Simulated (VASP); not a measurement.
# Sr2Cd (Cmcm) in VASP: single point with PBEsol

Aim: the single point of Sr2Cd with PBEsol.

All numbers are computed with VASP 6.6.1; they aren't measurements. Logs are shortened: lines on timing, memory, paths and dates and some standing lists are left out, and cuts for length are marked.

### Step 1. The cell of the first run

It takes space group Cmcm (No. 63, orthorhombic). Conventional cell: a = 4.459 Å, b = 17.692 Å, c = 4.421 Å, α = 90.00°, β = 90.00°, γ = 90.00°. Sr (site symmetry m2m) has 6 Sr at 3.04 to 4.05 Å and 6 Cd at 3.25 to 3.67 Å within 4.1 Å. Sr (site symmetry m2m) has 8 Sr at 3.14 to 4.05 Å and 4 Cd at 3.37 to 3.39 Å within 4.1 Å. Within 4.5 Å of Cd (site symmetry m2m) lie 10 Sr at 3.25 to 3.67 Å and 6 Cd at 4.35 to 4.46 Å.

### Step 2. Single point, PBEsol

The input, INCAR:

```
SYSTEM = Sr2Cd
ALGO = Normal
EDIFF = 1E-6
ENCUT = 500
GGA = PS
GGA_COMPAT = .FALSE.
ISIF = 2
ISMEAR = -1
ISYM = -1
LASPH = .TRUE.
LCHARG = .FALSE.
LREAL = .FALSE.
LWAVE = .FALSE.
NBANDS = 41
NELM = 120
PREC = Accurate
SIGMA = 0.1
```

The input, KPOINTS:

```
explicit points
32
Reciprocal
  0.12500000   0.12500000   0.12500000 2
  0.12500000   0.12500000   0.37500000 2
  0.12500000   0.12500000   0.62500000 2
  0.12500000   0.12500000   0.87500000 2
  0.12500000   0.37500000   0.12500000 2
  0.12500000   0.37500000   0.37500000 2
  0.12500000   0.37500000   0.62500000 2
  0.12500000   0.37500000   0.87500000 2
  0.12500000   0.62500000   0.12500000 2
  0.12500000   0.62500000   0.37500000 2
  0.12500000   0.62500000   0.62500000 2
  0.12500000   0.62500000   0.87500000 2
  0.12500000   0.87500000   0.12500000 2
  0.12500000   0.87500000   0.37500000 2
  0.12500000   0.87500000   0.62500000 2
  0.12500000   0.87500000   0.87500000 2
  0.37500000   0.12500000   0.12500000 2
  0.37500000   0.12500000   0.37500000 2
  0.37500000   0.12500000   0.62500000 2
  0.37500000   0.12500000   0.87500000 2
  0.37500000   0.37500000   0.12500000 2
  0.37500000   0.37500000   0.37500000 2
  0.37500000   0.37500000   0.62500000 2
  0.37500000   0.37500000   0.87500000 2
  0.37500000   0.62500000   0.12500000 2
  0.37500000   0.62500000   0.37500000 2
  0.37500000   0.62500000   0.62500000 2
  0.37500000   0.62500000   0.87500000 2
  0.37500000   0.87500000   0.12500000 2
  0.37500000   0.87500000   0.37500000 2
  0.37500000   0.87500000   0.62500000 2
  0.37500000   0.87500000   0.87500000 2
```

The input, POSCAR:

```
Sr2Cd
1.0
    4.4588570000      0.0000000000      0.0000000000
    2.2294290000     -8.8460710000      0.0000000000
    0.0000000000      0.0000000000     -4.4212140000
Sr Cd
4 2
Direct
    0.4410000000      0.1180000000      0.7500000000
    0.5590000000      0.8820000000      0.2500000000
    0.7500000000      0.5000000000      0.7500000000
    0.2500000000      0.5000000000      0.2500000000
    0.1060000000      0.7880000000      0.7500000000
    0.8940000000      0.2120000000      0.2500000000
```

Potentials or basis: VASP PAW PBE potentials, release 64 (Sr_sv, Cd).

Started as:

```bash
> cat potpaw_PBE.64/Sr_sv/POTCAR potpaw_PBE.64/Cd/POTCAR > POTCAR
> mpirun -np 1 vasp_std > vasp.out
```

OUTCAR:

```text
SYSTEM = Sr2Cd
   EDIFF = 1E-6
   ENCUT = 500
   GGA = PS
   ISIF = 2
   ISMEAR = -1
   ISYM = -1
   LASPH = .TRUE.
   LREAL = .FALSE.
   NELM = 120
   PREC = Accurate

 ion  position               nearest neighbor table
   1  0.441  0.118  0.750-   2 3.04   2 3.04   6 3.25   6 3.25   6 3.25   6 3.25   5 3.67   5 3.67
                             4 4.04   4 4.04   3 4.05   3 4.05
   2  0.559  0.882  0.250-   1 3.04   1 3.04   5 3.25   5 3.25   5 3.25   5 3.25   6 3.67   6 3.67
                             3 4.04   3 4.04   4 4.05   4 4.05
   3  0.750  0.500  0.750-   4 3.14   4 3.14   4 3.14   4 3.14   6 3.37   6 3.37   5 3.39   5 3.39
                             2 4.04   2 4.04   1 4.05   1 4.05
   4  0.250  0.500  0.250-   3 3.14   3 3.14   3 3.14   3 3.14   5 3.37   5 3.37   6 3.39   6 3.39
                             1 4.04   1 4.04   2 4.05   2 4.05
   5  0.106  0.788  0.750-   2 3.25   2 3.25   2 3.25   2 3.25   4 3.37   4 3.37   3 3.39   3 3.39
                             1 3.67   1 3.67
   6  0.894  0.212  0.250-   1 3.25   1 3.25   1 3.25   1 3.25   3 3.37   3 3.37   4 3.39   4 3.39
                             2 3.67   2 3.67

IMPORTANT INFORMATION: All symmetrisations will be switched off!
NOSYMM: (Re-)initialisation of all symmetry stuff for point group C_1.

----------------------------------------------------------------------------------------

                                     Primitive cell

  volume of cell :     174.3876

  direct lattice vectors                    reciprocal lattice vectors
     4.458857000  0.000000000  0.000000000     0.224272723  0.056522281  0.000000000
     2.229429000 -8.846071000  0.000000000     0.000000000 -0.113044537  0.000000000
     0.000000000  0.000000000 -4.421214000     0.000000000  0.000000000 -0.226182221

  length of vectors
     4.458857000  9.122681941  4.421214000     0.231285586  0.113044537  0.226182221

  position of ions in fractional coordinates (direct lattice)
     0.441000000  0.118000000  0.750000000
     0.559000000  0.882000000  0.250000000
     0.750000000  0.500000000  0.750000000
     0.250000000  0.500000000  0.250000000
     0.106000000  0.788000000  0.750000000
     0.894000000  0.212000000  0.250000000

  ion indices of the primitive-cell ions
   primitive index   ion index
                 1           1
                 2           2
                 3           3
                 4           4
                 5           5
                 6           6

----------------------------------------------------------------------------------------

 KPOINTS: explicit points

Read explicit list of k-points.

 Found     32 k-points:

 Following reciprocal coordinates:
            Coordinates               Weight
  0.125000  0.125000  0.125000      0.031250
  0.125000  0.125000  0.375000      0.031250
  0.125000  0.125000  0.625000      0.031250
  0.125000  0.125000  0.875000      0.031250
  0.125000  0.375000  0.125000      0.031250
  0.125000  0.375000  0.375000      0.031250
[... 16 lines left out ...]
  0.375000  0.375000  0.625000      0.031250
  0.375000  0.375000  0.875000      0.031250
 [... further k-points ...]
   k-points           NKPTS =     32   k-points in BZ     NKDIM =     32   number of bands    NBANDS=     41
   number of dos      NEDOS =    301   number of ions     NIONS =      6
   total plane-waves  NPLWV =  80640
   dimension x,y,z NGX =    36 NGY =   70 NGZ =   32
   dimension x,y,z NGXF=    72 NGYF=  140 NGZF=   64
   ions per type =               4   2
   NGX,Y,Z   is equivalent  to a cutoff of  13.42, 12.76, 12.03 a.u.
   NGXF,Y,Z  is equivalent  to a cutoff of  26.84, 25.51, 24.07 a.u.
 SYSTEM =  Sr2Cd
   PREC   = accura    normal or accurate (medium, high low for compatibility)
   ISTART =      0    job   : 0-new  1-cont  2-samecut
   ICHARG =      2    charge: 1-file 2-atom 10-const
   ISPIN  =      1    spin polarized calculation?
   LNONCOLLINEAR =      F non collinear calculations
   LSORBIT =      F    spin-orbit coupling
   LASPH  =      T    aspherical Exc in radial PAW
   ENCUT  =  500.0 eV  36.75 Ry    6.06 a.u.   8.13 16.63  8.06*2*pi/ulx,y,z
   NELM   =    120;   NELMIN=  2; NELMDL= -5     # of ELM steps
   EDIFF  = 0.1E-05   stopping-criterion for ELM
   LREAL  =      F    real-space projection
   EDIFFG = 0.1E-04   stopping-criterion for IOM
   NSW    =      0    number of steps for IOM
   IBRION =     -1    ionic relax: 0-MD 1-quasi-New 2-CG
   NFREE  =      0    steps in history (QN), initial steepest desc. (CG)
   ISIF   =      2    stress and relaxation
   ISYM   =     -1    0-nonsym 1-usesym 2-fastsym
   POTIM  = 0.5000    time-step for ionic-motion
   TEBEG  =    0.0;   TEEND  =   0.0 temperature during run
   PSTRESS=    0.0 pullay stress
   NELECT =      64.0000    total number of electrons
   NUPDOWN=      -1.0000    fix difference up-down
   EMIN   =  10.00;   EMAX   =-10.00  energy-range for DOS
   EFERMI =   0.00;   METHOD = LEGACY
   ISMEAR =    -1;   SIGMA  =   0.10  broadening in eV -4-tet -1-fermi 0-gaus
   EFERMI_NEDOS =   21; number of points for ismear=-14 and -15
   IALGO  =     38    algorithm
   IMIX   =      4    mixing-type and parameters
     AMIX     =   0.40;   BMIX     =  1.00
     AMIX_MAG =   1.60;   BMIX_MAG =  1.00
  volume/ion in A,a.u.               =      29.06       196.14
  Fermi-wavevector in a.u.,A,eV,Ry     =   1.172095  2.214939 18.691790  1.373808
  Thomas-Fermi vector in A             =   2.308529
   LORBIT       =      0    0 simple, 1 ext, 2 COOP (PROOUT), +10 PAW based schemes
   GGA     = PS    functional components
   LHFCALC =     F    Hartree Fock is set to
   AEXX    =    0.0000 exact exchange contribution
   IVDW    =     0    specifies the selected vdW correction
   LEPSILON=     F    determine dielectric tensor
   LRPA    =     F    only Hartree local field effects (RPA)
 non-spin polarized calculation
  energy-cutoff  :      500.00
  volume of cell :      174.39
 maximum number of plane-waves:      4445
 NGX is ok and might be reduce to    36
   NGX = 17   NGY = 33   NGZ = 17

 number of electron      64.0000010 magnetization

 Free energy of the ion-electron system (eV)
  ---------------------------------------------------
  ext. energy  EPLUGINS =         0.00000000
  ---------------------------------------------------
  free energy    TOTEN  =        -8.70171872 eV

  energy without entropy =       -8.51463721  energy(sigma->0) =       -8.60817796

 E-fermi :   3.2352     XC(G=0):  -9.7049

 val. band max:        3.2313798622   @ k =   0.1250   0.8750   0.3750
 cond. band min:       3.3000807811   @ k =   0.3750   0.3750   0.8750
 fundamental gap:      0.0687009189
 Fermi energy:         3.2351825488

 k-point     1 :       0.1250    0.1250    0.1250
  band No.  band energies     occupation
      1     -32.7334      2.00000
      2     -32.6472      2.00000
      3     -32.4114      2.00000
      4     -32.4044      2.00000
      5     -15.4681      2.00000
      6     -15.2362      2.00000
[... 33 lines left out ...]
     40       5.7457      0.00000
     41       6.3811      0.00000

 k-point     2 :       0.1250    0.1250    0.3750
  band No.  band energies     occupation
      1     -32.6387      2.00000
      2     -32.5744      2.00000
      3     -32.5052      2.00000
      4     -32.4738      2.00000
      5     -15.3698      2.00000
      6     -15.3016      2.00000
[... 33 lines left out ...]
     40       5.7920      0.00000
     41       6.4786      0.00000

 k-point     3 :       0.1250    0.1250    0.6250
  band No.  band energies     occupation
      1     -32.6387      2.00000
      2     -32.5744      2.00000
      3     -32.5052      2.00000
      4     -32.4738      2.00000
      5     -15.3698      2.00000
      6     -15.3016      2.00000
[... 33 lines left out ...]
     40       5.7920      0.00000
     41       6.4735      0.00000

 k-point     4 :       0.1250    0.1250    0.8750
  band No.  band energies     occupation
      1     -32.7334      2.00000
      2     -32.6472      2.00000
      3     -32.4114      2.00000
      4     -32.4044      2.00000
      5     -15.4681      2.00000
      6     -15.2362      2.00000
[... 825 lines left out ...]
     40       5.6135      0.00000
     41       6.7083      0.00000

 k-point    23 :       0.3750    0.3750    0.6250
  band No.  band energies     occupation
      1     -32.5967      2.00000
      2     -32.5726      2.00000
      3     -32.5410      2.00000
      4     -32.4721      2.00000
      5     -15.6649      2.00000
      6     -15.4996      2.00000
[... 33 lines left out ...]
     40       5.6135      0.00000
     41       6.7083      0.00000

 k-point    24 :       0.3750    0.3750    0.8750
  band No.  band energies     occupation
      1     -32.6490      2.00000
      2     -32.6353      2.00000
      3     -32.5054      2.00000
      4     -32.4023      2.00000
      5     -15.3672      2.00000
      6     -15.1794      2.00000
[... 33 lines left out ...]
     40       6.1972      0.00000
     41       6.7705      0.00000

 [... further k-points ...]

------------------------ aborting loop because EDIFF is reached ----------------------------------------

  FORCE on cell =-STRESS in cart. coord.  units (eV):
  Direction    XX          YY          ZZ          XY          YZ          ZX
  --------------------------------------------------------------------------------------
  -------------------------------------------------------------------------------------
  Total        7.0158607      4.6530636     12.5807120      0.0020149      0.0000008      0.0000002
  in kB       64.4578834     42.7497981    115.5846873      0.0185114      0.0000070      0.0000014
  external PRESSURE =      74.2641229 kB  Pullay stress =       0.0000000 kB

 VOLUME and BASIS-vectors are now :
 -----------------------------------------------------------------------------
  energy-cutoff  :      500.00
  volume of cell :      174.39
      direct lattice vectors                 reciprocal lattice vectors
     4.458857000  0.000000000  0.000000000     0.224272723  0.056522281  0.000000000
     2.229429000 -8.846071000  0.000000000     0.000000000 -0.113044537  0.000000000
     0.000000000  0.000000000 -4.421214000     0.000000000  0.000000000 -0.226182221

 POSITION                                       TOTAL-FORCE (eV/Angst)
 -----------------------------------------------------------------------------------
      2.22943     -1.04384     -3.31591         0.002396     -0.864041     -0.000001
      4.45886     -7.80223     -1.10530        -0.002397      0.864040      0.000001
      4.45886     -4.42304     -3.31591         0.002292     -0.232233      0.000003
      2.22943     -4.42304     -1.10530        -0.002291      0.232230     -0.000003
      2.22943     -6.97070     -3.31591        -0.003609     -0.084518      0.000001
      4.45886     -1.87537     -1.10530         0.003609      0.084522     -0.000000
 -----------------------------------------------------------------------------------
    total drift:                                0.000004      0.000002     -0.000002

  FREE ENERGIE OF THE ION-ELECTRON SYSTEM (eV)
  ---------------------------------------------------
  free  energy   TOTEN  =        -8.7017187164 eV

  energy  without entropy=       -8.5146372081  energy(sigma->0) =       -8.60817796
```

Run time: 1.7 min. Hardware: 1 thread of Intel Xeon 6975P-C (Granite Rapids), shared host; peak memory 0.37 GiB.

Results:

- Free energy: -8.7017 eV
- Pressure: 7.4 GPa
- Largest force: 0.864 eV/Å
- Band gap on the k mesh: zero (bands 32 and 33 overlap by 0.38 eV)

Forces in eV/Å, atoms in the order of the input:
```
Sr   0.002 -0.864  0.000
Sr  -0.002  0.864  0.000
Sr   0.002 -0.232  0.000
Sr  -0.002  0.232  0.000
Cd  -0.004 -0.085  0.000
Cd   0.004  0.085  0.000
```

Stress tensor (GPa, compression positive):
```
 6.45  0.00  0.00
 0.00  4.27  0.00
 0.00  0.00 11.56
```

Caveat: the stress differs along the axes, from 4 to 12 GPa; the PAW data sets were made with another functional, which shifts forces and pressure a little.

The gap in the log of VASP goes by the Fermi energy; the results here count the filled bands.